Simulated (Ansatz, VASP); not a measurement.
One calculation of Al, two programs

```
Al
1.0
     0.00000    1.99178    1.99178
     1.99178    0.00000    1.99178
     1.99178    1.99178    0.00000
Al
1
Direct
  0.00000 0.00000 0.00000
```

Alike in both runs: functional LDA; k mesh 18 × 18 × 18; occupations gaussian, width 0.1 eV; no spin polarisation.

Ansatz relaxed the structure, and its values are those at the end. VASP's run is a single point on that final structure, the one shown.

|  | VASP | Ansatz |
| --- | --- | --- |
| version | VASP 6.6.1 | Ansatz 0.2.0 |
| potentials or method | VASP PAW LDA potentials, release 64 (Al), cutoff 520 eV | scalar-relativistic, plane waves, PAW |
| valence electrons in the cell | 3 | 3 |

|  | VASP | Ansatz | Ansatz less VASP |
| --- | --- | --- | --- |
| gap on the k mesh at the Fermi level (eV) | none | none | - |
| pressure (GPa) | 0.1 | 0.0 | -0.09 |

Ansatz warns that its potentials were made for another functional, while VASP's fit it. LDA's correlation is that of Perdew and Zunger in VASP and of Perdew and Wang (1992) in Ansatz. A gap of «none» marks a metal or a gap that the smearing closes.
